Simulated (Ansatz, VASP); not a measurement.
**Ge2Pd in VASP and in Ansatz**

File INCAR:

```
SYSTEM = Ge2Pd
  ALGO = Normal
  EDIFF = 1E-6
  EDIFFG = -0.04
  ENCUT = 600
  GGA = PE
  IBRION = 2
  ISIF = 3
  ISMEAR = 0
  LASPH = .True.
  LCHARG = .False.
  LREAL = .False.
  LWAVE = .False.
  NELM = 80
  NSW = 90
  PREC = Accurate
  SIGMA = 0.1
```

File KPOINTS:

```
k-points
0
Gamma
  4 4 4
  0 0 0
```

Contents of POSCAR:

```
Ge2Pd
1.0
    0.0000000000      3.6880830867      3.6880830867
    3.6880830867      0.0000000000      3.6880830867
    3.6880830867      3.6880830867      0.0000000000
Ge Pd
4 2
Direct
    0.6250000000      0.6250000000      0.6250000000
    0.1250000000      0.6250000000      0.6250000000
    0.6250000000      0.6250000000      0.1250000000
    0.6250000000      0.1250000000      0.6250000000
    0.0000000000      0.0000000000      0.0000000000
    0.2500000000      0.2500000000      0.2500000000
```

Input for Ansatz:

```yaml
crystal:
  lattice:
    - [0.0, 3.6880830867, 3.6880830867]
    - [3.6880830867, 0.0, 3.6880830867]
    - [3.6880830867, 3.6880830867, 0.0]
  atoms:
    - { symbol: Ge, position: [0.625, 0.625, 0.625] }
    - { symbol: Ge, position: [0.125, 0.625, 0.625] }
    - { symbol: Ge, position: [0.625, 0.625, 0.125] }
    - { symbol: Ge, position: [0.625, 0.125, 0.625] }
    - { symbol: Pd, position: [0.0, 0.0, 0.0] }
    - { symbol: Pd, position: [0.25, 0.25, 0.25] }
basis:
  ecutwfc: 420
kpoints:
  mp_grid: { grid: [4, 4, 4] }
hamiltonian:
  xc: pbe
scf:
  occupations: { method: gaussian, width: 0.1 }
  lower_state_search: "off"
output:
  forces: true
  stress: true
  eigenvalues: true
relax:
  adjacent_minimum: "off"
  f_tol: 0.04
  max_steps: 70
  cell: { stress_tol: 0.4 }
```

Alike in both runs: task relaxation of cell and atoms; functional PBE; k mesh 4 × 4 × 4; occupations gaussian, width 0.1 eV; no spin polarisation.

|  | VASP | Ansatz |
| --- | --- | --- |
| version | VASP 6.6.1 | Ansatz 0.2.0 |
| potentials or method | VASP PAW PBE potentials, release 64 (Ge_d, Pd), cutoff 600 eV | scalar-relativistic, plane waves, PAW |
| valence electrons in the cell | 76 | 92 |

|  | VASP | Ansatz | Ansatz less VASP |
| --- | --- | --- | --- |
| gap on the k mesh at the Fermi level, each at its own relaxed structure (eV) | none | none | - |
| relaxed volume (Å³/atom) | 18.04 | 18.06 | +0.023 |
| relaxed cell length with the largest relative difference (Å) | 5.349 | 5.351 | +0.0022 |

A gap of «none» marks a metal or a gap that the smearing closes. VASP's potentials hold 76 valence electrons a cell and Ansatz's 92, so a difference there can come from the potentials and not from the codes.

The k mesh is coarse, so the values compare programs but aren't converged.
